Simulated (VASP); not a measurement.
Crystal: BaTiO3.

```
Ba Ti O
1.0
     3.99980    0.00000    0.00000
     0.00000    3.99980    0.00000
     0.00000    0.00000    4.01800
Ba Ti O
1 1 3
Direct
  0.00000 0.00000 0.00000
  0.50000 0.50000 0.49000
  0.50000 0.50000 0.01900
  0.50000 0.00000 0.51700
  0.00000 0.50000 0.51700
```

- Program: VASP 6.6.1
- Task: relaxation of cell and atoms
- Functional: PBE
- Potentials or basis: VASP PAW PBE potentials, release 64 (Ba_sv, Ti_sv, O)
- Cutoff: 600 eV
- k mesh: 6 × 6 × 6
- Occupations: gaussian, width 0.01 eV
- Spin: no spin polarisation

At the start: pressure 4.1 GPa; volume 12.86 Å³/atom.

Problem. Where does the relaxation end?

Solution. Over 20 steps the energy falls by 11.3 meV/atom and the volume is 13.48 Å³/atom (+4.9 %); space group P4mm (No. 99, to 0.1 Å) before and after.

Step by step:
| step | energy change (eV) | largest force (eV/Å) | pressure (GPa) | volume (Å³) |
| --- | --- | --- | --- | --- |
| 1 | 0.0000 | 0.2783 | 4.05 | 64.28 |
| 2 | -0.0133 | 0.4567 | -3.17 | 67.36 |
| 3 | -0.0242 | 0.3772 | -0.43 | 66.09 |
| 4 | -0.0339 | 0.2279 | -0.16 | 66.20 |
| 5 | -0.0401 | 0.1439 | 0.48 | 66.38 |
| 6 | -0.0456 | 0.1392 | 0.13 | 66.74 |
| 7 | -0.0485 | 0.1998 | -0.50 | 67.69 |
| 8 | -0.0492 | 0.1751 | -0.38 | 67.43 |
| 9 | -0.0531 | 0.1355 | -0.04 | 67.18 |
| 10 | -0.0534 | 0.1204 | 0.10 | 67.10 |
| 11 | -0.0553 | 0.0800 | 0.26 | 67.07 |
| 12 | -0.0557 | 0.0661 | 0.41 | 67.05 |
| 13 | -0.0559 | 0.0916 | -0.44 | 67.44 |
| 14 | -0.0562 | 0.0579 | -0.09 | 67.28 |
| 15 | -0.0564 | 0.0231 | -0.02 | 67.29 |
| 16 | -0.0565 | 0.0225 | 0.03 | 67.30 |
| 17 | -0.0566 | 0.0231 | 0.02 | 67.33 |
| 18 | -0.0566 | 0.0253 | 0.00 | 67.40 |
| 19 | -0.0566 | 0.0337 | 0.06 | 67.43 |
| 20 | -0.0567 | 0.0056 | 0.02 | 67.42 |

Final structure:
```yaml
crystal:
  lattice:
    - [3.99598, 0.00000, 0.00000]
    - [0.00000, 3.99598, 0.00000]
    - [0.00000, 0.00000, 4.22197]
  atoms:
    - { symbol: Ba, position: [0.00000, 0.00000, 0.99079] }
    - { symbol: Ti, position: [0.50000, 0.50000, 0.47176] }
    - { symbol: O, position: [0.50000, 0.50000, 0.04169] }
    - { symbol: O, position: [0.50000, 0.00000, 0.51938] }
    - { symbol: O, position: [0.00000, 0.50000, 0.51938] }
```
